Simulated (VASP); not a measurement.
Here is a VASP 6.6.1 calculation.

Contents of POSCAR:

```
BN
1.0
    2.5091357883      0.0000000000      0.0000000000
   -1.2545678941      2.1729753342      0.0000000000
    0.0000000000      0.0000000000      6.8968221924
B N
2 2
Direct
    0.3333333333      0.6666666667      0.2500000000
    0.6666666667      0.3333333333      0.7500000000
    0.3333333333      0.6666666667      0.7500000000
    0.6666666667      0.3333333333      0.2500000000
```

Contents of INCAR.step1:

```
SYSTEM = BN
ALGO = Normal ; EDIFF = 1E-4
ENCUT = 600 ; GGA = PE
ISMEAR = 0 ; LASPH = .True.
LCHARG = .False. ; LREAL = .False.
LWAVE = .True. ; NELM = 100
PREC = Accurate ; SIGMA = 0.02
```

The input INCAR.step2:

```
SYSTEM = BN
ALGO = Normal ; EDIFF = 1E-7
EDIFFG = -0.008 ; ENCUT = 600
IBRION = 2 ; ISIF = 3
ISMEAR = 0 ; ISTART = 1
LASPH = .True. ; LCHARG = .False.
LMIXTAU = .True. ; LREAL = .False.
LWAVE = .False. ; METAGGA = R2SCAN
NELM = 100 ; NSW = 70
PREC = Accurate ; PSTRESS = -10.0
SIGMA = 0.02
```

KPOINTS

```
k-points
0
Gamma
  12 12 4
  0 0 0
```

Potentials or basis: VASP PAW PBE potentials, release 64 (B, N).

Command:

```bash
$ cat potpaw_PBE.64/B/POTCAR potpaw_PBE.64/N/POTCAR > POTCAR
$ cp INCAR.step1 INCAR
$ mpirun -np 1 vasp_std > vasp.out
$ cp INCAR.step2 INCAR
$ mpirun -np 1 vasp_std > vasp.out
```

Q: Predict the relaxed volume.

A: 9.96 Å³/atom.

Q: Estimate the relaxed cell.

A: a = 2.505 Å, b = 2.505 Å, c = 7.329 Å, α = 90.00°, β = 90.00°, γ = 120.00°.

Q: What does it give for the band gap on the k mesh?

A: 5.01 eV (least direct gap 5.37 eV).

Q: Estimate the space group after relaxing (to 0.1 Å).

A: P6_3/mmc (No. 194).

Final structure:
```
CELL_PARAMETERS angstrom
2.50498 0.00000 0.00000
-1.25249 2.16938 0.00000
0.00000 0.00000 7.32909
ATOMIC_POSITIONS crystal
B 0.33333 0.66667 0.25000
B 0.66667 0.33333 0.75000
N 0.33333 0.66667 0.75000
N 0.66667 0.33333 0.25000
```

Caveat: the cell is relaxed towards a set pressure, so the run minimises the enthalpy, not the energy; the PAW data sets were made with another functional, which shifts forces and pressure a little. A k mesh can miss the band edges.
